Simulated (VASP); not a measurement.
Wanted: the native input for a VASP 6.6.1 run.

```
Task                   : single point
Functional             : PBE
Potentials or basis    : VASP PAW PBE potentials, release 64 (Ba_sv, Zr_sv, O)
Cutoff                 : 520 eV
k mesh                 : 5 × 5 × 5
Occupations            : gaussian, width 0.1 eV
Spin                   : no spin polarisation
Hubbard terms          : Zr d U = 1.0 eV
Dipole correction      : no
Further INCAR settings : ALGO = Normal; EDIFF = 1e-07; NBANDS = 28
```

The structure of BaZrO3 lies in POSCAR:

```
BaZrO3
1.0
    4.1913400000      0.0000000000      0.0000000000
    0.0000000000      4.1913400000      0.0000000000
    0.0000000000      0.0000000000      4.1913400000
Ba Zr O
1 1 3
Direct
    0.0001980000      0.0077720000     -0.0074240000
    0.5005400000      0.5082770000      0.4918760000
    0.4928290000      0.5011710000      0.0004680000
    0.4943580000      0.0015540000      0.5065890000
   -0.0058270000      0.5059910000      0.5046290000
```

The input as run:

INCAR

```
SYSTEM = BaZrO3
PREC = Accurate ; ENCUT = 520
EDIFF = 1E-7 ; ISMEAR = 0
SIGMA = 0.1 ; LREAL = .FALSE.
LASPH = .TRUE. ; NELM = 150
ALGO = Normal ; ISIF = 2
LWAVE = .FALSE. ; LCHARG = .FALSE.
LMAXMIX = 4 ; LDAU = .TRUE.
LDAUTYPE = 2 ; LDAUL = -1 2 -1
LDAUU = 0 1 0 ; LDAUJ = 0 0 0
LDAUPRINT = 1 ; GGA = PE
NBANDS = 28
```

KPOINTS

```
regular mesh
0
G
  5 5 5
  0 0 0
```

Potentials or basis: VASP PAW PBE potentials, release 64 (Ba_sv, Zr_sv, O).

The run is started by

```sh
$ cat potpaw_PBE.64/Ba_sv/POTCAR potpaw_PBE.64/Zr_sv/POTCAR potpaw_PBE.64/O/POTCAR > POTCAR
$ mpirun -np 1 vasp_std > vasp.out
```

It gave:

```
Pressure               : 6.2 GPa
Largest force          : 0.384 eV/Å
Band gap on the k mesh : 3.46 eV, indirect (least direct gap 3.61 eV)
```

Caveat: spin-orbit coupling is left out, which moves the levels of the heavy elements.

Run time: 46 s on 1 thread of Intel(R) Xeon(R) 6975P-C (Granite Rapids), on a shared host, peak memory 0.25 GiB.
